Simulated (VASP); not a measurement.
# RuS2 (Pa-3) in VASP: a series of runs

Runs on RuS2. Level: r2SCAN. Tasks: single point.

Program: VASP 6.6.1. These are calculated values, not measurements. Logs are shortened: lines on timing, memory, paths and dates and some standing lists are left out, and cuts for length are marked.

### Step 1. The cell of the first run

It takes space group Pa-3 (No. 205, cubic). Conventional cell: a = 5.557 Å, b = 5.557 Å, c = 5.557 Å, α = 90.00°, β = 90.00°, γ = 90.00°. Ru (site symmetry -3) has 6 S at 2.33 Å within 3.1 Å. Within 2.9 Å of S (site symmetry 3) lie 1 S at 2.16 Å and 3 Ru at 2.33 Å.

### Step 2. Single point, r2SCAN

POSCAR

```
RuS2
1.0
    5.5571005200      0.0000000000      0.0000000000
    0.0000000000      5.5571005200      0.0000000000
    0.0000000000      0.0000000000      5.5571005200
Ru S
4 8
Direct
    0.0000000000      0.0000000000      0.0000000000
    0.5000000000      0.0000000000      0.5000000000
    0.5000000000      0.5000000000      0.0000000000
    0.0000000000      0.5000000000      0.5000000000
    0.3879447900      0.3879447900      0.3879447900
    0.1120552100      0.6120552100      0.8879447900
    0.8879447900      0.1120552100      0.6120552100
    0.6120552100      0.8879447900      0.1120552100
    0.6120552100      0.6120552100      0.6120552100
    0.8879447900      0.3879447900      0.1120552100
    0.1120552100      0.8879447900      0.3879447900
    0.3879447900      0.1120552100      0.8879447900
```

INCAR.step1

```
SYSTEM = RuS2
PREC = Accurate ; ENCUT = 520
ISMEAR = -1 ; SIGMA = 0.02
LREAL = .False. ; LASPH = .True.
NELM = 100 ; NBANDS = 64
GGA = PE ; ALGO = Normal
EDIFF = 1E-4 ; LWAVE = .True.
LCHARG = .False.
```

INCAR.step2

```
SYSTEM = RuS2
PREC = Accurate ; ENCUT = 520
EDIFF = 1E-6 ; ISMEAR = -1
SIGMA = 0.02 ; LREAL = .False.
LASPH = .True. ; NELM = 100
ALGO = Normal ; ISIF = 2
LWAVE = .False. ; LCHARG = .False.
METAGGA = R2SCAN ; LMIXTAU = .True.
NBANDS = 64 ; ISTART = 1
```

KPOINTS

```
regular mesh
0
Gamma
  6 6 6
  0 0 0
```

Potentials or basis: VASP PAW PBE potentials, release 64 (Ru_pv, S).

The run is started by

```bash
cat potpaw_PBE.64/Ru_pv/POTCAR potpaw_PBE.64/S/POTCAR > POTCAR
cp INCAR.step1 INCAR
mpirun -np 1 vasp_std > vasp.out
cp INCAR.step2 INCAR
mpirun -np 1 vasp_std > vasp.out
```

OUTCAR:

```text
SYSTEM = RuS2
   PREC = Accurate
   ENCUT = 520
   EDIFF = 1E-6
   ISMEAR = -1
   LREAL = .False.
   LASPH = .True.
   NELM = 100
   ISIF = 2
   METAGGA = R2SCAN
   ISTART = 1

 ion  position               nearest neighbor table
   1  0.000  0.000  0.000-   6 2.33   7 2.33   8 2.33  10 2.33  11 2.33  12 2.33
   2  0.500  0.000  0.500-   5 2.33   7 2.33   8 2.33   9 2.33  11 2.33  12 2.33
   3  0.500  0.500  0.000-   5 2.33   6 2.33   8 2.33   9 2.33  10 2.33  12 2.33
   4  0.000  0.500  0.500-   5 2.33   6 2.33   7 2.33   9 2.33  10 2.33  11 2.33
   5  0.388  0.388  0.388-   9 2.16   3 2.33   4 2.33   2 2.33
   6  0.112  0.612  0.888-  10 2.16   3 2.33   4 2.33   1 2.33
   7  0.888  0.112  0.612-  11 2.16   2 2.33   4 2.33   1 2.33
   8  0.612  0.888  0.112-  12 2.16   2 2.33   3 2.33   1 2.33
   9  0.612  0.612  0.612-   5 2.16   3 2.33   4 2.33   2 2.33
  10  0.888  0.388  0.112-   6 2.16   3 2.33   4 2.33   1 2.33
  11  0.112  0.888  0.388-   7 2.16   2 2.33   4 2.33   1 2.33
  12  0.388  0.112  0.888-   8 2.16   2 2.33   3 2.33   1 2.33

  LATTYP: Found a simple cubic cell.
 ALAT       =     5.5571005200

  Lattice vectors:

 A1 = (   5.5571005200,   0.0000000000,   0.0000000000)
 A2 = (   0.0000000000,   5.5571005200,   0.0000000000)
 A3 = (   0.0000000000,   0.0000000000,   5.5571005200)

Analysis of symmetry for initial positions (statically):
=====================================================================
 Subroutine PRICEL returns:
 Original cell was already a primitive cell.

 Routine SETGRP: Setting up the symmetry group for a
 simple cubic supercell.

 Subroutine GETGRP returns: Found 24 space group operations
 (whereof  6 operations were pure point group operations)
 out of a pool of 48 trial point group operations.

The static configuration has the point symmetry S_6 .
 The point group associated with its full space group is T_h .

Analysis of symmetry for dynamics (positions and initial velocities):
=====================================================================
 Subroutine PRICEL returns:
 Original cell was already a primitive cell.

 Routine SETGRP: Setting up the symmetry group for a
 simple cubic supercell.

 Subroutine GETGRP returns: Found 24 space group operations
 (whereof  6 operations were pure point group operations)
 out of a pool of 48 trial point group operations.

The dynamic configuration has the point symmetry S_6 .
 The point group associated with its full space group is T_h .
[... 128 lines left out ...]
   PSTRESS=    0.0 pullay stress
   NELECT =     104.0000    total number of electrons
   NUPDOWN=      -1.0000    fix difference up-down
   EMIN   =  10.00;   EMAX   =-10.00  energy-range for DOS
   EFERMI =   0.00;   METHOD = LEGACY
   ISMEAR =    -1;   SIGMA  =   0.02  broadening in eV -4-tet -1-fermi 0-gaus
   EFERMI_NEDOS =   21; number of points for ismear=-14 and -15
   IALGO  =     38    algorithm
   IMIX   =      4    mixing-type and parameters
     AMIX     =   0.40;   BMIX     =  1.00
     AMIX_MAG =   1.60;   BMIX_MAG =  1.00
  volume/ion in A,a.u.               =      14.30        96.51
  Fermi-wavevector in a.u.,A,eV,Ry     =   1.385387  2.618001 26.113613  1.919296
  Thomas-Fermi vector in A             =   2.509802
   LORBIT       =      0    0 simple, 1 ext, 2 COOP (PROOUT), +10 PAW based schemes
   METAGGA = R2SCAN    functional components
   LHFCALC =     F    Hartree Fock is set to
   AEXX    =    0.0000 exact exchange contribution
   IVDW    =     0    specifies the selected vdW correction
   LEPSILON=     F    determine dielectric tensor
   LRPA    =     F    only Hartree local field effects (RPA)
 non-spin polarized calculation
  energy-cutoff  :      520.00
  volume of cell :      171.61
 maximum number of plane-waves:      4680
 NGX is ok and might be reduce to    42
   NGX = 21   NGY = 21   NGZ = 21

 number of electron     103.9999963 magnetization

 Free energy of the ion-electron system (eV)
  ---------------------------------------------------
  ext. energy  EPLUGINS =         0.00000000
  ---------------------------------------------------
  free energy    TOTEN  =      -174.04016198 eV

  energy without entropy =     -174.04016198  energy(sigma->0) =     -174.04016198

 E-fermi :   9.7094     XC(G=0): -12.8771

 val. band max:        9.2285212826   @ k =   0.5000   0.0000   0.0000
 cond. band min:      10.1130000914   @ k =   0.0000   0.0000   0.0000
 fundamental gap:      0.8844788088
 Fermi energy:         9.7093550923

 k-point     1 :       0.0000    0.0000    0.0000
  band No.  band energies     occupation
      1     -33.9704      2.00000
      2     -33.9704      2.00000
      3     -33.9704      2.00000
      4     -33.9574      2.00000
      5     -33.9574      2.00000
      6     -33.9534      2.00000
[... 1597 lines left out ...]
     63      13.5879      0.00000
     64      13.5879      0.00000

------------------------ aborting loop because EDIFF is reached ----------------------------------------

  FORCE on cell =-STRESS in cart. coord.  units (eV):
  Direction    XX          YY          ZZ          XY          YZ          ZX
  --------------------------------------------------------------------------------------
  -------------------------------------------------------------------------------------
  Total        8.4838074      8.4838074      8.4838074      0.0000000      0.0000000     -0.0000000
  in kB       79.2057346     79.2057346     79.2057346      0.0000000      0.0000000     -0.0000000
  external PRESSURE =      79.2057346 kB  Pullay stress =       0.0000000 kB

 VOLUME and BASIS-vectors are now :
 -----------------------------------------------------------------------------
  energy-cutoff  :      520.00
  volume of cell :      171.61
      direct lattice vectors                 reciprocal lattice vectors
     5.557100520  0.000000000  0.000000000     0.179949957  0.000000000  0.000000000
     0.000000000  5.557100520  0.000000000     0.000000000  0.179949957  0.000000000
     0.000000000  0.000000000  5.557100520     0.000000000  0.000000000  0.179949957

 POSITION                                       TOTAL-FORCE (eV/Angst)
 -----------------------------------------------------------------------------------
      0.00000      0.00000      0.00000         0.000000      0.000000      0.000000
      2.77855      0.00000      2.77855         0.000000      0.000000      0.000000
      2.77855      2.77855      0.00000         0.000000      0.000000      0.000000
      0.00000      2.77855      2.77855         0.000000      0.000000      0.000000
      2.15585      2.15585      2.15585         0.020399      0.020399      0.020399
      0.62270      3.40125      4.93440        -0.020399     -0.020399      0.020399
      4.93440      0.62270      3.40125         0.020399     -0.020399     -0.020399
      3.40125      4.93440      0.62270        -0.020399      0.020399     -0.020399
      3.40125      3.40125      3.40125        -0.020399     -0.020399     -0.020399
      4.93440      2.15585      0.62270         0.020399      0.020399     -0.020399
      0.62270      4.93440      2.15585        -0.020399      0.020399      0.020399
      2.15585      0.62270      4.93440         0.020399     -0.020399      0.020399
 -----------------------------------------------------------------------------------
    total drift:                                0.000000      0.000000     -0.000000

  FREE ENERGIE OF THE ION-ELECTRON SYSTEM (eV)
  ---------------------------------------------------
  free  energy   TOTEN  =      -174.0401619795 eV

  energy  without entropy=     -174.0401619795  energy(sigma->0) =     -174.04016198
```

OSZICAR.step1:

```text
N       E                     dE             d eps       ncg     rms          rms(c)
DAV:   1     0.102401910883E+04    0.10240E+04   -0.56533E+04  3296   0.160E+03
DAV:   2    -0.334179135486E+01   -0.10274E+04   -0.99281E+03  3368   0.430E+02
DAV:   3    -0.761659972716E+02   -0.72824E+02   -0.71150E+02  3840   0.104E+02
DAV:   4    -0.781359094292E+02   -0.19699E+01   -0.19585E+01  3560   0.170E+01
DAV:   5    -0.781738294439E+02   -0.37920E-01   -0.37893E-01  3736   0.243E+00    0.405E+01
DAV:   6    -0.769961979522E+02    0.11776E+01   -0.10578E+01  3312   0.178E+01    0.178E+01
DAV:   7    -0.766906820198E+02    0.30552E+00   -0.49610E+00  3304   0.131E+01    0.138E+01
DAV:   8    -0.763614371996E+02    0.32924E+00   -0.10657E+00  3192   0.620E+00    0.663E-01
DAV:   9    -0.763604177331E+02    0.10195E-02   -0.75076E-02  3456   0.108E+00    0.365E-01
DAV:  10    -0.763601802095E+02    0.23752E-03   -0.58428E-03  3400   0.381E-01    0.186E-01
DAV:  11    -0.763603090790E+02   -0.12887E-03   -0.81188E-04  3208   0.131E-01    0.783E-02
DAV:  12    -0.763603245120E+02   -0.15433E-04   -0.22308E-04  2032   0.821E-02
   1 F= -.76360325E+02 E0= -.76360325E+02  d E =-.646063E-09
```

It took 18 min on 1 thread of Intel Xeon 8259CL, shared host; peak memory 0.4 GiB.

Results:

```yaml
Free_energy: -174.0402 eV
Pressure: 7.9 GPa
Largest_force: 0.035 eV/Å
Band_gap_on_the_k_mesh: 0.88 eV (least direct gap 1.15 eV)
```

Forces in eV/Å, atoms in the order of the input:
```
Ru   0.000  0.000  0.000
Ru   0.000  0.000  0.000
Ru   0.000  0.000  0.000
Ru   0.000  0.000  0.000
S    0.020  0.020  0.020
S   -0.020 -0.020  0.020
S    0.020 -0.020 -0.020
S   -0.020  0.020 -0.020
S   -0.020 -0.020 -0.020
S    0.020  0.020 -0.020
S   -0.020  0.020  0.020
S    0.020 -0.020  0.020
```

Caveat: the cell stands under pressure; the PAW data sets were made with another functional, which shifts forces and pressure a little.

### Step 3. Single point, r2SCAN

This run uses another cell than the first one, of 14.60 Å³/atom.

Changes to POSCAR since step 2:

```diff
@@ -2,5 +2,5 @@
 1.0
-    5.5571005200      0.0000000000      0.0000000000
-    0.0000000000      5.5571005200      0.0000000000
-    0.0000000000      0.0000000000      5.5571005200
+    5.5954265700      0.0000000000      0.0000000000
+    0.0000000000      5.5954265700      0.0000000000
+    0.0000000000      0.0000000000      5.5954265700
 Ru S
```

INCAR.step1

```
PREC     = Accurate       # precision mode
ENCUT    = 520            # plane-wave cutoff, eV
ISMEAR   = -1             # smearing method
SIGMA    = 0.02           # smearing width, eV
LREAL    = False          # projectors in reciprocal space
LASPH    = True           # aspherical terms in the spheres
NELM     = 80             # most SCF steps
NBANDS   = 64             # bands
GGA      = PE             # functional
ALGO     = Normal         # electronic algorithm
EDIFF    = 1E-4           # SCF threshold, eV
LWAVE    = True           # write WAVECAR
LCHARG   = False          # write CHGCAR
```

INCAR.step2

```
PREC     = Accurate       # precision mode
ENCUT    = 520            # plane-wave cutoff, eV
EDIFF    = 1E-6           # SCF threshold, eV
ISMEAR   = -1             # smearing method
SIGMA    = 0.02           # smearing width, eV
LREAL    = False          # projectors in reciprocal space
LASPH    = True           # aspherical terms in the spheres
NELM     = 80             # most SCF steps
ALGO     = Normal         # electronic algorithm
ISIF     = 2              # what is computed and relaxed
LWAVE    = False          # write WAVECAR
LCHARG   = False          # write CHGCAR
METAGGA  = R2SCAN         # meta-GGA
LMIXTAU  = True         
NBANDS   = 64             # bands
ISTART   = 1
```

KPOINTS

```
regular mesh
0
Gamma
  6 6 6
```

Potentials or basis: VASP PAW PBE potentials, release 64 (Ru_pv, S).

The run is started by

```bash
cat potpaw_PBE.64/Ru_pv/POTCAR potpaw_PBE.64/S/POTCAR > POTCAR
cp INCAR.step1 INCAR
mpirun -np 1 vasp_std > vasp.out
cp INCAR.step2 INCAR
mpirun -np 1 vasp_std > vasp.out
```

Wall time 9.5 min (1 thread of Intel Xeon Platinum 8559C (Emerald Rapids), shared host); peak memory 0.4 GiB.

It converged, with:

```yaml
Free_energy: -174.1695 eV
Pressure: 3.6 GPa
Largest_force: 0.036 eV/Å
Band_gap_on_the_k_mesh: 0.89 eV (least direct gap 1.15 eV)
```

Forces on the atoms (eV/Å):
```
Ru   0.000  0.000  0.000
Ru   0.000  0.000  0.000
Ru   0.000  0.000  0.000
Ru   0.000  0.000  0.000
S    0.021  0.021  0.021
S   -0.021 -0.021  0.021
S    0.021 -0.021 -0.021
S   -0.021  0.021 -0.021
S   -0.021 -0.021 -0.021
S    0.021  0.021 -0.021
S   -0.021  0.021  0.021
S    0.021 -0.021  0.021
```

Levels at points of the mesh, in eV from the valence-band top:
```tsv
k point	band 48	band 49	band 50	band 51	band 52	band 53	band 54	band 55	band 56	band 57
(0.00, 0.00, 0.00)	-0.61	-0.53	-0.53	-0.53	-0.26	0.89	2.95	2.95	2.95	2.99
(0.50, 0.00, 0.00)	-0.47	-0.28	-0.28	0.00	0.00	2.39	2.39	2.56	2.56	3.55
(0.50, 0.50, 0.00)	-0.57	-0.08	-0.08	-0.08	-0.08	2.76	2.76	2.76	2.76	3.07
(0.50, 0.50, 0.50)	-1.57	-0.72	-0.72	-0.72	-0.72	2.66	2.66	2.66	2.66	3.82
```

Caveat: the cell stands under pressure; the PAW data sets were made with another functional, which shifts forces and pressure a little. A k mesh can miss the band edges.
